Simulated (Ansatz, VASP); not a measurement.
# One calculation of Rh, two programs

File INCAR:

```
ALGO = Normal
EDIFF = 1E-6
ENCUT = 500
GGA_COMPAT = False
ISIF = 2
ISMEAR = -1
LASPH = True
LCHARG = False
LMAXMIX = 4
LNONCOLLINEAR = True
LORBIT = 11
LORBMOM = True
LREAL = False
LSORBIT = True
LWAVE = False
MAGMOM = 0 0 0
NBANDS = 26
NELM = 200
PREC = Accurate
SIGMA = 0.05
```

Contents of KPOINTS:

```
k-points
0
Gamma
  18 18 18
```

POSCAR

```
Rh
1.0
    0.0000000000      1.9029860865      1.9029860865
    1.9029860865      0.0000000000      1.9029860865
    1.9029860865      1.9029860865      0.0000000000
Rh
1
Direct
    0.0000000000      0.0000000000      0.0000000000
```

Input for Ansatz:

```yaml
crystal:
  lattice:
    - [0.0, 1.9029860865, 1.9029860865]
    - [1.9029860865, 0.0, 1.9029860865]
    - [1.9029860865, 1.9029860865, 0.0]
  atoms:
    - { symbol: Rh, position: [0.0, 0.0, 0.0] }
kpoints:
  mp_grid: { grid: [18, 18, 18] }
  band_path:
    path:
      - [0.0, 0.0, 0.0]
      - [0.5, 0.0, 0.5]
      - [0.625, 0.25, 0.625]
      - [0.375, 0.375, 0.75]
      - [0.0, 0.0, 0.0]
      - [0.5, 0.5, 0.5]
      - [0.5, 0.25, 0.75]
      - [0.5, 0.0, 0.5]
    npoints: 5
scf:
  occupations: { method: fermi_dirac, width: 0.05 }
hamiltonian:
  xc: lda
  pseudopotentials: { kind: all_electron, lapw: { basis_error: 0.0005 } }
output:
  forces: true
  stress: true
  eigenvalues: true
magnetization:
  noncollinear: true
  spin_orbit: true
```

Alike in both runs: task single point; functional LDA; k mesh 18 × 18 × 18; occupations fermi-dirac, width 0.05 eV; non-collinear spin, spin-orbit coupling.

|  | VASP | Ansatz |
| --- | --- | --- |
| version | VASP 6.6.1 | Ansatz 0.2.0 |
| potentials or method | VASP PAW LDA potentials, release 64 (Rh_pv), cutoff 500 eV | all-electron LAPW |

|  | VASP | Ansatz | Ansatz less VASP |
| --- | --- | --- | --- |
| pressure (GPa) | -10.7 | -11.6 | -0.95 |

LDA's correlation is that of Perdew and Zunger in VASP and of Perdew and Wang (1992) in Ansatz. Ansatz ran all-electron here, and VASP with PAW potentials.
